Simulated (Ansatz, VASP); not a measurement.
# PtSe2 in VASP and in Ansatz

```
CELL_PARAMETERS angstrom
-1.56078 1.56078 6.21115
1.56078 -1.56078 6.21115
1.56078 1.56078 -6.21115
ATOMIC_POSITIONS crystal
Pt 0.00000 0.00000 0.00000
Se 0.63222 0.63222 0.00000
Se 0.36778 0.36778 0.00000
```

Alike in both runs: functional PBE; k mesh 18 × 18 × 18; occupations gaussian, width 0.1 eV; no spin polarisation.

Ansatz relaxed the structure, and its values are those at the end. VASP's run is a single point on that final structure, the one shown.

|  | VASP | Ansatz |
| --- | --- | --- |
| version | VASP 6.6.1 | Ansatz 0.2.0 |
| potentials or method | VASP PAW PBE potentials, release 64 (Pt, Se), cutoff 520 eV | scalar-relativistic, plane waves, PAW |
| valence electrons in the cell | 22 | 50 |

Ansatz gave:

```
gap on the k mesh at the Fermi level (eV) : none
pressure (GPa)                            : 0.0
```

**Question.** What did VASP give for the same quantities?

**Answer.** gap on the k mesh at the Fermi level (eV): none; pressure (GPa): -0.1.

A gap of «none» marks a metal or a gap that the smearing closes. VASP's potentials hold 22 valence electrons a cell and Ansatz's 50, so a difference there can come from the potentials and not from the codes.

Spin-orbit coupling is off throughout.
